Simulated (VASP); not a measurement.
A run of VASP 6.6.1:

The input INCAR:

```
PREC     = Accurate       # precision mode
ENCUT    = 600            # plane-wave cutoff, eV
EDIFF    = 1E-7           # SCF threshold, eV
ISMEAR   = -1             # smearing method
SIGMA    = 0.03           # smearing width, eV
LREAL    = False          # projectors in reciprocal space
LASPH    = True           # aspherical terms in the spheres
NELM     = 60             # most SCF steps
ALGO     = Normal         # electronic algorithm
ISIF     = 4              # what is computed and relaxed
LWAVE    = False          # write WAVECAR
LCHARG   = False          # write CHGCAR
GGA      = CA             # functional
IBRION   = 2              # ionic algorithm
NSW      = 50             # ionic steps
EDIFFG   = -0.01          # ionic threshold
```

Contents of KPOINTS:

```
regular mesh
0
Gamma
  7 7 4
```

Contents of POSCAR:

```
CaI2
1.0
    3.8198774722      0.0000000000      0.0000000000
   -1.9099387361      3.3081109303      0.0000000000
    0.0000000000      0.0000000000      6.0810060995
Ca I
1 2
Direct
    0.0000000000      0.0000000000      0.0000000000
    0.3333333333      0.6666666667      0.2443023700
    0.6666666667      0.3333333333      0.7556976300
```

Potentials or basis: VASP PAW LDA potentials, release 64 (Ca_sv, I).

Run with:

```sh
$ cat potpaw_LDA.64/Ca_sv/POTCAR potpaw_LDA.64/I/POTCAR > POTCAR
$ mpirun -np 1 vasp_std > vasp.out
```

Hardware: 1 thread of Intel(R) Xeon(R) Platinum 8488C (Sapphire Rapids) (shared host).

Problem. How long does it take, and how much memory?

Solution. Wall time 2 min on 1 thread of Intel(R) Xeon(R) Platinum 8488C (Sapphire Rapids), with other jobs on the host, peak memory 0.21 GiB. Counts: scf iterations 68, k points 28, ion steps 9.
